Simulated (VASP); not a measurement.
# Mg2Sn (Fm-3m) in VASP: further runs, part 2 of 2

VASP 6.6.1.

**3. Single point, HSE06**

Input file POSCAR:

```
Mg2Sn
1.0
    0.0000000000      3.3799352821      3.3799352821
    3.3799352821      0.0000000000      3.3799352821
    3.3799352821      3.3799352821      0.0000000000
Sn Mg
1 2
Direct
    0.0000000000      0.0000000000      0.0000000000
    0.2500000000      0.2500000000      0.2500000000
    0.7500000000      0.7500000000      0.7500000000
```

Input file INCAR.step1:

```
ALGO     = Normal         # electronic algorithm
EDIFF    = 1E-5           # SCF threshold, eV
ENCUT    = 520            # plane-wave cutoff, eV
GGA      = PE             # functional
GGA_COMPAT= False        
ISIF     = 2              # what is computed and relaxed
ISMEAR   = -1             # smearing method
LASPH    = True           # aspherical terms in the spheres
LCHARG   = False          # write CHGCAR
LREAL    = False          # projectors in reciprocal space
LWAVE    = True           # write WAVECAR
NBANDS   = 16             # bands
NELM     = 120            # most SCF steps
PREC     = Accurate       # precision mode
SIGMA    = 0.02           # smearing width, eV
```

Input file INCAR.step2:

```
ALGO     = Normal         # electronic algorithm
EDIFF    = 1E-6           # SCF threshold, eV
ENCUT    = 520            # plane-wave cutoff, eV
GGA      = PE             # functional
GGA_COMPAT= False        
HFSCREEN = 0.2079         # screening, 1/A
ISIF     = 2              # what is computed and relaxed
ISMEAR   = -1             # smearing method
ISTART   = 1            
LASPH    = True           # aspherical terms in the spheres
LCHARG   = False          # write CHGCAR
LHFCALC  = True           # exact exchange
LREAL    = False          # projectors in reciprocal space
LWAVE    = False          # write WAVECAR
NBANDS   = 16             # bands
NELM     = 120            # most SCF steps
PREC     = Accurate       # precision mode
PRECFOCK = Normal       
SIGMA    = 0.02           # smearing width, eV
```

Input file KPOINTS:

```
k-points
0
Gamma
  4 4 4
```

Potentials or basis: VASP PAW PBE potentials, release 64 (Sn_d, Mg).

The run is started by

```bash
cat potpaw_PBE.64/Sn_d/POTCAR potpaw_PBE.64/Mg/POTCAR > POTCAR
cp INCAR.step1 INCAR
mpirun -np 1 vasp_std > vasp.out
cp INCAR.step2 INCAR
mpirun -np 1 vasp_std > vasp.out
```

OUTCAR:

```text
EDIFF = 1E-6
   ENCUT = 520
   GGA = PE
   HFSCREEN = 0.2079
   ISIF = 2
   ISMEAR = -1
   ISTART = 1
   LASPH = True
   LHFCALC = True
   LREAL = False
   NELM = 120
   PREC = Accurate
   PRECFOCK = Normal

 ion  position               nearest neighbor table
   1  0.000  0.000  0.000-   3 2.93   3 2.93   3 2.93   2 2.93   3 2.93   2 2.93   2 2.93   2 2.93

   2  0.250  0.250  0.250-   1 2.93   1 2.93   1 2.93   1 2.93   3 3.38   3 3.38   3 3.38   3 3.38
                             3 3.38   3 3.38
   3  0.750  0.750  0.750-   1 2.93   1 2.93   1 2.93   1 2.93   2 3.38   2 3.38   2 3.38   2 3.38
                             2 3.38   2 3.38

  LATTYP: Found a face centered cubic cell.
 ALAT       =     6.7598705642

  Lattice vectors:

 A1 = (   0.0000000000,   3.3799352821,   3.3799352821)
 A2 = (   3.3799352821,   0.0000000000,   3.3799352821)
 A3 = (   3.3799352821,   3.3799352821,   0.0000000000)

Analysis of symmetry for initial positions (statically):
=====================================================================
 Subroutine PRICEL returns:
 Original cell was already a primitive cell.

 Routine SETGRP: Setting up the symmetry group for a
 face centered cubic supercell.

 Subroutine GETGRP returns: Found 48 space group operations
 (whereof 48 operations were pure point group operations)
 out of a pool of 48 trial point group operations.

The static configuration has the point symmetry O_h .

Analysis of symmetry for dynamics (positions and initial velocities):
=====================================================================
 Subroutine PRICEL returns:
 Original cell was already a primitive cell.

 Routine SETGRP: Setting up the symmetry group for a
 face centered cubic supercell.

 Subroutine GETGRP returns: Found 48 space group operations
 (whereof 48 operations were pure point group operations)
 out of a pool of 48 trial point group operations.

The dynamic configuration has the point symmetry O_h .

[... 110 lines left out ...]
   PRECFOCK=normal    Normal, Fast or Accurate (Low or Medium for compatibility)
   ENCUT4O =  -1.0   cutoff for four orbital integrals eV
   NKREDX  =     1    reduce k-point grid by
   NKREDY  =     1    reduce k-point grid by
   NKREDZ  =     1    reduce k-point grid by
   AEXX    =    0.2500 exact exchange contribution
   HFSCREEN=    0.2079 screening length (either q_TF or 0.3 A-1)
   HFSCREENC=   0.2079 screening length for correlation (either q_TF or 0.3 A-1)
   ENCUTFOCK=  -1.0 apply spherical cutoff to Coloumb kernel
   IVDW    =     0    specifies the selected vdW correction
   LEPSILON=     F    determine dielectric tensor
   LRPA    =     F    only Hartree local field effects (RPA)
 non-spin polarized calculation
  energy-cutoff  :      520.00
  volume of cell :       77.22
 maximum number of plane-waves:      2120
  NGX = 28; NGY = 28; NGZ = 28

 number of electron      18.0000006 magnetization

 Free energy of the ion-electron system (eV)
  ---------------------------------------------------
  ext. energy  EPLUGINS =         0.00000000
  ---------------------------------------------------
  free energy    TOTEN  =        -8.13582099 eV

  energy without entropy =       -8.13554820  energy(sigma->0) =       -8.13568460

 E-fermi :   4.1744     XC(G=0):  -7.3140

 val. band max:        4.0890132908   @ k =   0.0000   0.0000   0.0000
 cond. band min:       4.2598265071   @ k =   0.5000   0.5000   0.0000
 fundamental gap:      0.1708132163
 Fermi energy:         4.1744196820

 k-point     1 :       0.0000    0.0000    0.0000
  band No.  band energies     occupation
      1     -18.8570      2.00000
      2     -18.8570      2.00000
      3     -18.8570      2.00000
      4     -18.8220      2.00000
      5     -18.8220      2.00000
      6      -6.0383      2.00000
[... 129 lines left out ...]
      3     -18.8498      2.00000
      4     -18.8228      2.00000
      5     -18.8200      2.00000
      6      -3.9361      2.00000
[... 8 lines left out ...]
     15      12.6874      0.00000
     16      13.2929      0.00000

------------------------ aborting loop because EDIFF is reached ----------------------------------------

  FORCE on cell =-STRESS in cart. coord.  units (eV):
  Direction    XX          YY          ZZ          XY          YZ          ZX
  --------------------------------------------------------------------------------------
  -------------------------------------------------------------------------------------
  Total       -0.0684501     -0.0684501     -0.0684501     -0.0000000     -0.0000000      0.0000000
  in kB       -1.4201344     -1.4201344     -1.4201344     -0.0000000     -0.0000000      0.0000000
  external PRESSURE =      -1.4201344 kB  Pullay stress =       0.0000000 kB

 VOLUME and BASIS-vectors are now :
 -----------------------------------------------------------------------------
  energy-cutoff  :      520.00
  volume of cell :       77.22
      direct lattice vectors                 reciprocal lattice vectors
     0.000000000  3.379935282  3.379935282    -0.147931827  0.147931827  0.147931827
     3.379935282  0.000000000  3.379935282     0.147931827 -0.147931827  0.147931827
     3.379935282  3.379935282  0.000000000     0.147931827  0.147931827 -0.147931827

 POSITION                                       TOTAL-FORCE (eV/Angst)
 -----------------------------------------------------------------------------------
      0.00000      0.00000      0.00000         0.000000      0.000000     -0.000000
      1.68997      1.68997      1.68997         0.000000     -0.000000     -0.000000
      5.06990      5.06990      5.06990        -0.000000      0.000000      0.000000
 -----------------------------------------------------------------------------------
    total drift:                                0.000010      0.000015      0.000011

  FREE ENERGIE OF THE ION-ELECTRON SYSTEM (eV)
  ---------------------------------------------------
  free  energy   TOTEN  =        -8.1358209906 eV

  energy  without entropy=       -8.1355482001  energy(sigma->0) =       -8.13568460
```

OSZICAR.step1:

```text
N       E                     dE             d eps       ncg     rms          rms(c)
DAV:   1     0.939169618667E+02    0.93917E+02   -0.81910E+03   256   0.119E+03
DAV:   2    -0.900353906327E-01   -0.94007E+02   -0.91128E+02   296   0.294E+02
DAV:   3    -0.738354744736E+01   -0.72935E+01   -0.72687E+01   336   0.734E+01
DAV:   4    -0.756290477869E+01   -0.17936E+00   -0.17934E+00   344   0.126E+01
DAV:   5    -0.757078991773E+01   -0.78851E-02   -0.78851E-02   352   0.243E+00    0.336E+00
DAV:   6    -0.730266107881E+01    0.26813E+00   -0.23811E-01   328   0.199E+00    0.186E+00
DAV:   7    -0.724596780433E+01    0.56693E-01   -0.19821E-01   296   0.268E+00    0.516E-01
DAV:   8    -0.724762282161E+01   -0.16550E-02   -0.26739E-02   352   0.174E+00    0.229E-01
DAV:   9    -0.724777325914E+01   -0.15044E-03   -0.57002E-03   312   0.669E-01    0.865E-02
DAV:  10    -0.724755861835E+01    0.21464E-03   -0.49466E-04   312   0.121E-01    0.355E-02
DAV:  11    -0.724754612637E+01    0.12492E-04   -0.97828E-05   312   0.723E-02    0.169E-02
DAV:  12    -0.724754992916E+01   -0.38028E-05   -0.76316E-05   288   0.503E-02
   1 F= -.72475499E+01 E0= -.72473969E+01  d E =-.306140E-03
```

It took 5.9 min on 1 thread of Intel Xeon 6975P-C (Granite Rapids), shared host; peak memory 0.32 GiB.

Results:

| Item | Value |
| --- | --- |
| Free energy | -8.1358 eV |
| Pressure | -0.1 GPa |

Levels at points of the mesh, in eV from the Fermi level:
| k point | band 7 | band 8 | band 9 | band 10 | band 11 | band 12 |
| --- | --- | --- | --- | --- | --- | --- |
| (0.00, 0.00, 0.00) | -0.09 | -0.09 | -0.09 | 1.98 | 2.50 | 2.50 |
| (0.50, 0.00, 0.00) | -5.43 | -1.01 | -1.01 | 1.06 | 2.58 | 2.58 |
| (0.50, 0.50, 0.00) | -5.18 | -2.43 | -2.43 | 0.09 | 0.40 | 7.98 |

Caveat: the k points lie up to 0.40 Å⁻¹ apart; the structure was generated, so it needn't be the stable form of Mg2Sn; the PAW data sets were made with another functional, which shifts forces and pressure a little; spin-orbit coupling is left out, which moves the levels of the heavy elements.
